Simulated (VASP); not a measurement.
# SrCl2 (Fm-3m) in VASP: notebook

The runs below take SrCl2 through single point, relaxation of cell and atoms, with PBE.

All numbers are computed with VASP 6.6.1; they aren't measurements. Logs are shortened: lines on timing, memory, paths and dates and some standing lists are left out, and cuts for length are marked.

## (1) The cell of the first run

The structure is cubic, space group Fm-3m (No. 225). The conventional cell has a = 7.039 Å, b = 7.039 Å, c = 7.039 Å, α = 90.00°, β = 90.00°, γ = 90.00°. Within 4.0 Å of Sr (site symmetry m-3m) lie 8 Cl at 3.05 Å. Cl (site symmetry -43m) has 4 Sr at 3.05 Å and 6 Cl at 3.52 Å within 4.0 Å.

## (2) Single point, PBE

Input file INCAR:

```
SYSTEM = SrCl2
ALGO = Normal
EDIFF = 1E-6
ENCUT = 520
GGA = PE
ISIF = 2
ISMEAR = -1
LASPH = .TRUE.
LCHARG = .FALSE.
LREAL = .FALSE.
LWAVE = .FALSE.
NBANDS = 19
NELM = 100
PREC = Accurate
SIGMA = 0.1
```

Input file KPOINTS:

```
k-points
0
G
  5 5 5
  0 0 0
```

Input file POSCAR:

```
SrCl2
1.0
    0.0000000000      3.5196609953      3.5196609953
    3.5196609953      0.0000000000      3.5196609953
    3.5196609953      3.5196609953      0.0000000000
Sr Cl
1 2
Direct
    0.0000000000      0.0000000000      0.0000000000
    0.2500000000      0.2500000000      0.2500000000
    0.7500000000      0.7500000000      0.7500000000
```

Potentials or basis: VASP PAW PBE potentials, release 64 (Sr_sv, Cl).

Launch:

```
$ cat potpaw_PBE.64/Sr_sv/POTCAR potpaw_PBE.64/Cl/POTCAR > POTCAR
$ mpirun -np 1 vasp_std > vasp.out
```

OUTCAR:

```text
SYSTEM = SrCl2
   EDIFF = 1E-6
   ENCUT = 520
   GGA = PE
   ISIF = 2
   ISMEAR = -1
   LASPH = .TRUE.
   LREAL = .FALSE.
   NELM = 100
   PREC = Accurate

 ion  position               nearest neighbor table
   1  0.000  0.000  0.000-   3 3.05   3 3.05   3 3.05   2 3.05   2 3.05   2 3.05   3 3.05   2 3.05

   2  0.250  0.250  0.250-   1 3.05   1 3.05   1 3.05   1 3.05
   3  0.750  0.750  0.750-   1 3.05   1 3.05   1 3.05   1 3.05

  LATTYP: Found a face centered cubic cell.
 ALAT       =     7.0393219906

  Lattice vectors:

 A1 = (   0.0000000000,   3.5196609953,   3.5196609953)
 A2 = (   3.5196609953,   0.0000000000,   3.5196609953)
 A3 = (   3.5196609953,   3.5196609953,   0.0000000000)

Analysis of symmetry for initial positions (statically):
=====================================================================
 Subroutine PRICEL returns:
 Original cell was already a primitive cell.

 Routine SETGRP: Setting up the symmetry group for a
 face centered cubic supercell.

 Subroutine GETGRP returns: Found 48 space group operations
 (whereof 48 operations were pure point group operations)
 out of a pool of 48 trial point group operations.

The static configuration has the point symmetry O_h .

Analysis of symmetry for dynamics (positions and initial velocities):
=====================================================================
 Subroutine PRICEL returns:
 Original cell was already a primitive cell.

 Routine SETGRP: Setting up the symmetry group for a
 face centered cubic supercell.

 Subroutine GETGRP returns: Found 48 space group operations
 (whereof 48 operations were pure point group operations)
 out of a pool of 48 trial point group operations.

The dynamic configuration has the point symmetry O_h .

 Subroutine INISYM returns: Found 48 space group operations
 (whereof 48 operations are pure point group operations),
 and found     1 'primitive' translations

----------------------------------------------------------------------------------------

                                     Primitive cell

  volume of cell :      87.2032

  direct lattice vectors                    reciprocal lattice vectors
     0.000000000  3.519660995  3.519660995    -0.142059136  0.142059136  0.142059136
     3.519660995  0.000000000  3.519660995     0.142059136 -0.142059136  0.142059136
     3.519660995  3.519660995  0.000000000     0.142059136  0.142059136 -0.142059136

  length of vectors
     4.977552315  4.977552315  4.977552315     0.246053641  0.246053641  0.246053641

  position of ions in fractional coordinates (direct lattice)
     0.000000000  0.000000000  0.000000000
     0.250000000  0.250000000  0.250000000
     0.750000000  0.750000000  0.750000000

  ion indices of the primitive-cell ions
   primitive index   ion index
                 1           1
                 2           2
                 3           3

----------------------------------------------------------------------------------------

 KPOINTS: k-points

Automatic generation of k-mesh.
 Grid dimensions read from file:
 generate k-points for:    5    5    5

 Generating k-lattice:

  Cartesian coordinates                     Fractional coordinates (reciprocal lattice)
    -0.028411827  0.028411827  0.028411827     0.200000000  0.000000000  0.000000000
     0.028411827 -0.028411827  0.028411827     0.000000000  0.200000000  0.000000000
     0.028411827  0.028411827 -0.028411827     0.000000000  0.000000000  0.200000000

  Length of vectors
     0.049210728  0.049210728  0.049210728

  Shift w.r.t. Gamma in fractional coordinates (k-lattice)
     0.000000000  0.000000000  0.000000000

 Subroutine IBZKPT returns following result:
 ===========================================

 Found     10 irreducible k-points:

 Following reciprocal coordinates:
            Coordinates               Weight
  0.000000  0.000000  0.000000      1.000000
  0.200000  0.000000  0.000000      8.000000
  0.400000  0.000000  0.000000      8.000000
  0.200000  0.200000  0.000000      6.000000
  0.400000  0.200000  0.000000     24.000000
 -0.400000  0.200000  0.000000     24.000000
 -0.200000  0.200000  0.000000     12.000000
  0.400000  0.400000  0.000000      6.000000
 -0.400000  0.400000  0.000000     12.000000
 -0.400000  0.400000  0.200000     24.000000
   k-points           NKPTS =     10   k-points in BZ     NKDIM =     10   number of bands    NBANDS=     19
   number of dos      NEDOS =    301   number of ions     NIONS =      3
   total plane-waves  NPLWV =  64000
   dimension x,y,z NGX =    40 NGY =   40 NGZ =   40
   dimension x,y,z NGXF=    80 NGYF=   80 NGZF=   80
   ions per type =               1   2
   NGX,Y,Z   is equivalent  to a cutoff of  13.36, 13.36, 13.36 a.u.
   NGXF,Y,Z  is equivalent  to a cutoff of  26.72, 26.72, 26.72 a.u.
 SYSTEM =  SrCl2
   PREC   = accura    normal or accurate (medium, high low for compatibility)
   ISTART =      0    job   : 0-new  1-cont  2-samecut
   ICHARG =      2    charge: 1-file 2-atom 10-const
   ISPIN  =      1    spin polarized calculation?
   LNONCOLLINEAR =      F non collinear calculations
   LSORBIT =      F    spin-orbit coupling
   LASPH  =      T    aspherical Exc in radial PAW
   ENCUT  =  520.0 eV  38.22 Ry    6.18 a.u.   9.25  9.25  9.25*2*pi/ulx,y,z
   NELM   =    100;   NELMIN=  2; NELMDL= -5     # of ELM steps
   EDIFF  = 0.1E-05   stopping-criterion for ELM
   LREAL  =      F    real-space projection
   EDIFFG = 0.1E-04   stopping-criterion for IOM
   NSW    =      0    number of steps for IOM
   IBRION =     -1    ionic relax: 0-MD 1-quasi-New 2-CG
   NFREE  =      0    steps in history (QN), initial steepest desc. (CG)
   ISIF   =      2    stress and relaxation
   ISYM   =      2    0-nonsym 1-usesym 2-fastsym
   POTIM  = 0.5000    time-step for ionic-motion
   TEBEG  =    0.0;   TEEND  =   0.0 temperature during run
   PSTRESS=    0.0 pullay stress
   NELECT =      24.0000    total number of electrons
   NUPDOWN=      -1.0000    fix difference up-down
   EMIN   =  10.00;   EMAX   =-10.00  energy-range for DOS
   EFERMI =   0.00;   METHOD = LEGACY
   ISMEAR =    -1;   SIGMA  =   0.10  broadening in eV -4-tet -1-fermi 0-gaus
   EFERMI_NEDOS =   21; number of points for ismear=-14 and -15
   IALGO  =     38    algorithm
   IMIX   =      4    mixing-type and parameters
     AMIX     =   0.40;   BMIX     =  1.00
     AMIX_MAG =   1.60;   BMIX_MAG =  1.00
  volume/ion in A,a.u.               =      29.07       196.16
  Fermi-wavevector in a.u.,A,eV,Ry     =   1.064881  2.012333 15.428619  1.133972
  Thomas-Fermi vector in A             =   2.200414
   LORBIT       =      0    0 simple, 1 ext, 2 COOP (PROOUT), +10 PAW based schemes
   GGA     = PE    functional components
   LHFCALC =     F    Hartree Fock is set to
   AEXX    =    0.0000 exact exchange contribution
   IVDW    =     0    specifies the selected vdW correction
   LEPSILON=     F    determine dielectric tensor
   LRPA    =     F    only Hartree local field effects (RPA)
 non-spin polarized calculation
  energy-cutoff  :      520.00
  volume of cell :       87.20
 maximum number of plane-waves:      2397
 NGX is ok and might be reduce to    40
   NGX = 19   NGY = 19   NGZ = 19

 number of electron      23.9999999 magnetization

 Free energy of the ion-electron system (eV)
  ---------------------------------------------------
  ext. energy  EPLUGINS =         0.00000000
  ---------------------------------------------------
  free energy    TOTEN  =       -12.79135586 eV

  energy without entropy =      -12.79135586  energy(sigma->0) =      -12.79135586

 E-fermi :   2.1462     XC(G=0):  -8.1681

 val. band max:       -0.0869607464   @ k =  -0.4000   0.4000   0.0000
 cond. band min:       5.2144887582   @ k =   0.0000   0.0000   0.0000
 fundamental gap:      5.3014495046
 Fermi energy:         2.1462131038

 k-point     1 :       0.0000    0.0000    0.0000
  band No.  band energies     occupation
      1     -32.9971      2.00000
      2     -14.9773      2.00000
      3     -14.9773      2.00000
      4     -14.9773      2.00000
      5     -13.2440      2.00000
      6     -12.4474      2.00000
[... 11 lines left out ...]
     18       8.9692      0.00000
     19       9.1336      0.00000

 k-point     2 :       0.2000    0.0000    0.0000
  band No.  band energies     occupation
      1     -32.9961      2.00000
      2     -15.0733      2.00000
      3     -14.9814      2.00000
      4     -14.9814      2.00000
      5     -13.0675      2.00000
      6     -12.5188      2.00000
[... 11 lines left out ...]
     18       8.5757      0.00000
     19       9.6069      0.00000

 k-point     3 :       0.4000    0.0000    0.0000
  band No.  band energies     occupation
      1     -32.9947      2.00000
      2     -15.1978      2.00000
      3     -14.9881      2.00000
      4     -14.9881      2.00000
      5     -12.8782      2.00000
      6     -12.5582      2.00000
[... 11 lines left out ...]
     18       8.4595      0.00000
     19       8.5378      0.00000

 k-point     4 :       0.2000    0.2000    0.0000
  band No.  band energies     occupation
      1     -32.9958      2.00000
      2     -15.0957      2.00000
      3     -14.9871      2.00000
      4     -14.9871      2.00000
      5     -13.0006      2.00000
      6     -12.5490      2.00000
[... 11 lines left out ...]
     18       8.6153      0.00000
     19       8.7573      0.00000

 k-point     5 :       0.4000    0.2000    0.0000
  band No.  band energies     occupation
      1     -32.9945      2.00000
      2     -15.1801      2.00000
      3     -15.0194      2.00000
      4     -14.9943      2.00000
      5     -12.7919      2.00000
      6     -12.6187      2.00000
[... 11 lines left out ...]
     18       8.3678      0.00000
     19       9.4070      0.00000

 k-point     6 :      -0.4000    0.2000    0.0000
  band No.  band energies     occupation
      1     -32.9940      2.00000
      2     -15.1826      2.00000
      3     -15.0633      2.00000
      4     -14.9930      2.00000
      5     -12.7680      2.00000
      6     -12.5893      2.00000
[... 11 lines left out ...]
     18       8.6697      0.00000
     19       9.1592      0.00000

 k-point     7 :      -0.2000    0.2000    0.0000
  band No.  band energies     occupation
      1     -32.9950      2.00000
      2     -15.1364      2.00000
      3     -15.0270      2.00000
      4     -14.9851      2.00000
      5     -12.8717      2.00000
      6     -12.5926      2.00000
[... 11 lines left out ...]
     18       8.6047      0.00000
     19       9.7401      0.00000

 k-point     8 :       0.4000    0.4000    0.0000
  band No.  band energies     occupation
      1     -32.9938      2.00000
      2     -15.2462      2.00000
      3     -15.0031      2.00000
      4     -15.0031      2.00000
      5     -12.7038      2.00000
      6     -12.6317      2.00000
[... 11 lines left out ...]
     18       7.9479      0.00000
     19       9.6644      0.00000

 k-point     9 :      -0.4000    0.4000    0.0000
  band No.  band energies     occupation
      1     -32.9935      2.00000
      2     -15.2238      2.00000
      3     -15.0580      2.00000
      4     -15.0023      2.00000
      5     -12.7034      2.00000
      6     -12.5934      2.00000
[... 11 lines left out ...]
     18       9.2979      0.00000
     19       9.4829      0.00000

 k-point    10 :      -0.4000    0.4000    0.2000
  band No.  band energies     occupation
      1     -32.9937      2.00000
      2     -15.1779      2.00000
      3     -15.0912      2.00000
      4     -15.0017      2.00000
      5     -12.6582      2.00000
      6     -12.6574      2.00000
[... 11 lines left out ...]
     18       8.9594      0.00000
     19       9.9129      0.00000

------------------------ aborting loop because EDIFF is reached ----------------------------------------

  FORCE on cell =-STRESS in cart. coord.  units (eV):
  Direction    XX          YY          ZZ          XY          YZ          ZX
  --------------------------------------------------------------------------------------
  -------------------------------------------------------------------------------------
  Total        0.0546580      0.0546580      0.0546580      0.0000000      0.0000000      0.0000000
  in kB        1.0042274      1.0042274      1.0042274      0.0000000      0.0000000      0.0000000
  external PRESSURE =       1.0042274 kB  Pullay stress =       0.0000000 kB

 VOLUME and BASIS-vectors are now :
 -----------------------------------------------------------------------------
  energy-cutoff  :      520.00
  volume of cell :       87.20
      direct lattice vectors                 reciprocal lattice vectors
     0.000000000  3.519660995  3.519660995    -0.142059136  0.142059136  0.142059136
     3.519660995  0.000000000  3.519660995     0.142059136 -0.142059136  0.142059136
     3.519660995  3.519660995  0.000000000     0.142059136  0.142059136 -0.142059136

 POSITION                                       TOTAL-FORCE (eV/Angst)
 -----------------------------------------------------------------------------------
      0.00000      0.00000      0.00000        -0.000000      0.000000     -0.000000
      1.75983      1.75983      1.75983         0.000000      0.000000     -0.000000
      5.27949      5.27949      5.27949         0.000000     -0.000000      0.000000
 -----------------------------------------------------------------------------------
    total drift:                               -0.000000     -0.000000      0.000000

  FREE ENERGIE OF THE ION-ELECTRON SYSTEM (eV)
  ---------------------------------------------------
  free  energy   TOTEN  =       -12.7913558626 eV

  energy  without entropy=      -12.7913558624  energy(sigma->0) =      -12.79135586
```

It took 18 s on 1 thread of Intel Xeon Platinum 8488C (Sapphire Rapids), shared host; peak memory 0.23 GiB.

What came out:

```yaml
Free_energy: -12.7914 eV
Pressure: 0.1 GPa
Band_gap_on_the_k_mesh: 5.30 eV, indirect (least direct gap 5.56 eV)
```

A k mesh can miss the band edges.

## (3) Relaxation of cell and atoms, PBE

This run uses another cell than the first one, of 28.75 Å³/atom, 0.989 times its volume.

Input file INCAR:

```
PREC     = Accurate       # precision mode
ENCUT    = 600            # plane-wave cutoff, eV
EDIFF    = 1E-7           # SCF threshold, eV
ISMEAR   = -1             # smearing method
SIGMA    = 0.1            # smearing width, eV
LREAL    = False          # projectors in reciprocal space
LASPH    = True           # aspherical terms in the spheres
NELM     = 100            # most SCF steps
ALGO     = Normal         # electronic algorithm
ISIF     = 3              # what is computed and relaxed
LWAVE    = False          # write WAVECAR
LCHARG   = False          # write CHGCAR
GGA      = PE             # functional
IBRION   = 2              # ionic algorithm
NSW      = 60             # ionic steps
EDIFFG   = -0.1           # ionic threshold
```

Input file KPOINTS:

```
Automatic mesh
0
Gamma
  5 5 5
```

Input file POSCAR:

```
SrCl2
1.0
    0.0000000000      3.5066820000      3.5066820000
    3.5066820000      0.0000000000      3.5066820000
    3.5066820000      3.5066820000      0.0000000000
Sr Cl
1 2
Direct
    0.0000000000      0.0000000000      0.0000000000
    0.2500000000      0.2500000000      0.2500000000
    0.7500000000      0.7500000000      0.7500000000
```

Potentials or basis: VASP PAW PBE potentials, release 64 (Sr_sv, Cl).

Launch:

```
$ cat potpaw_PBE.64/Sr_sv/POTCAR potpaw_PBE.64/Cl/POTCAR > POTCAR
$ mpirun -np 1 vasp_std > vasp.out
```

Wall time 16 s (1 thread of Intel Xeon Platinum 8488C (Sapphire Rapids), shared host); peak memory 0.23 GiB.

It converged, with:

* Free energy: -12.7896 eV
* Pressure after relaxing: 0.5 GPa
* Band gap on the k mesh: 5.35 eV, indirect (least direct gap 5.61 eV)

Final structure:
```yaml
crystal:
  lattice:
    - [0.00000, 3.50668, 3.50668]
    - [3.50668, 0.00000, 3.50668]
    - [3.50668, 3.50668, 0.00000]
  atoms:
    - { symbol: Sr, position: [0.00000, 0.00000, 0.00000] }
    - { symbol: Cl, position: [0.25000, 0.25000, 0.25000] }
    - { symbol: Cl, position: [0.75000, 0.75000, 0.75000] }
```

Levels at points of the mesh, in eV from the valence-band top:
```
           k point  band 10  band 11  band 12  band 13  band 14  band 15
(0.00, 0.00, 0.00)    -0.26    -0.26    -0.26     5.35     6.17     6.17
```

Caveat: the relaxation stopped at its first step, so nothing moved. A k mesh can miss the band edges.
